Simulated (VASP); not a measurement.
Here is a VASP 6.6.1 calculation.

Contents of INCAR:

```
PREC     = Accurate       # precision mode
ENCUT    = 600            # plane-wave cutoff, eV
EDIFF    = 1E-6           # SCF threshold, eV
ISMEAR   = 0              # smearing method
SIGMA    = 0.1            # smearing width, eV
LREAL    = F              # projectors in reciprocal space
LASPH    = T              # aspherical terms in the spheres
NELM     = 60             # most SCF steps
ALGO     = Normal         # electronic algorithm
ISIF     = 3              # what is computed and relaxed
LWAVE    = F              # write WAVECAR
LCHARG   = F              # write CHGCAR
GGA      = PE             # functional
IBRION   = 2              # ionic algorithm
NSW      = 90             # ionic steps
EDIFFG   = -0.04          # ionic threshold
```

The input KPOINTS:

```
regular mesh
0
Gamma
  4 4 4
```

POSCAR

```
TaW3O4
1.0
   -2.7806082900      2.7806082900      2.7806082900
    2.7806082900     -2.7806082900      2.7806082900
    2.7806082900      2.7806082900     -2.7806082900
Ta W O
1 3 4
Direct
    0.0000000000      0.0000000000      0.0000000000
    0.5000000000      0.5000000000      0.0000000000
    0.5000000000      0.0000000000      0.5000000000
    0.0000000000      0.5000000000      0.5000000000
    0.5000000000      0.5000000000      0.5000000000
    0.0000000000      0.0000000000      0.5000000000
    0.0000000000      0.5000000000      0.0000000000
    0.5000000000      0.0000000000      0.0000000000
```

Potentials or basis: VASP PAW PBE potentials, release 64 (Ta_pv, W_sv, O).

Launch:

```console
$ cat potpaw_PBE.64/Ta_pv/POTCAR potpaw_PBE.64/W_sv/POTCAR potpaw_PBE.64/O/POTCAR > POTCAR
$ mpirun -np 1 vasp_std > vasp.out
```

(1) Predict the band gap on the k mesh.

(2) Predict the relaxed volume.

(3) Estimate the space group after relaxing (to 0.1 Å).

(4) Predict the relaxed cell.

Answers

(1) zero (an odd number of electrons rules out a gap without spin polarisation).

(2) 11.32 Å³/atom.

(3) Im-3m (No. 229).

(4) a = 4.900 Å, b = 4.900 Å, c = 4.900 Å, α = 109.47°, β = 109.47°, γ = 109.47°.

Caveat: the k points lie up to 0.39 Å⁻¹ apart in the final cell, too coarse for converged energies and pressures of a metal; spin-orbit coupling is left out, which moves the levels of the heavy elements; an odd number of electrons without spin polarisation forces a metal; a magnetic or distorted state may lie lower.
